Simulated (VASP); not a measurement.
Set up this calculation in VASP 6.6.1, as the native input.

- Task: single point
- Functional: PBEsol
- Potentials or basis: VASP PAW PBE potentials, release 64 (Mg)
- Cutoff: 520 eV
- k mesh: 12 × 12 × 12
- Occupations: fermi-dirac, width 0.1 eV
- Spin: no spin polarisation
- Dipole correction: no
- Further INCAR settings: ALGO = Normal; EDIFF = 1e-06; NBANDS = 7

The structure of Mg lies in POSCAR:

```
Mg
1.0
    3.1111659598      0.0000000000      0.0000000000
    0.0000000000      3.1111659598      0.0000000000
    0.0000000000      0.0000000000      3.1111659598
Mg
1
Direct
    0.0000000000      0.0000000000      0.0000000000
```

This isn't the form of Mg at room conditions, which is hcp.

The input as run:

INCAR

```
SYSTEM = Mg
ALGO = Normal ; EDIFF = 1E-6
ENCUT = 520 ; GGA = PS
ISIF = 2 ; ISMEAR = -1
LASPH = .True. ; LCHARG = .True.
LELF = .True. ; LREAL = .False.
LVHAR = .True. ; LWAVE = .False.
NBANDS = 7 ; NELM = 80
PREC = Accurate ; SIGMA = 0.1
```

KPOINTS

```
k-points
0
Gamma
  12 12 12
  0 0 0
```

Potentials or basis: VASP PAW PBE potentials, release 64 (Mg).

The run is started by

```bash
$ cat potpaw_PBE.64/Mg/POTCAR > POTCAR
$ mpirun -np 1 vasp_std > vasp.out
```

It gave:

- Pressure: -2.2 GPa
- Band gap on the k mesh: zero (bands 1 and 2 overlap by 5.92 eV)

Caveat: the PAW data sets were made with another functional, which shifts forces and pressure a little.

It took 14 s on 1 thread of Intel Xeon 8259CL, on a shared host, peak memory 0.14 GiB.
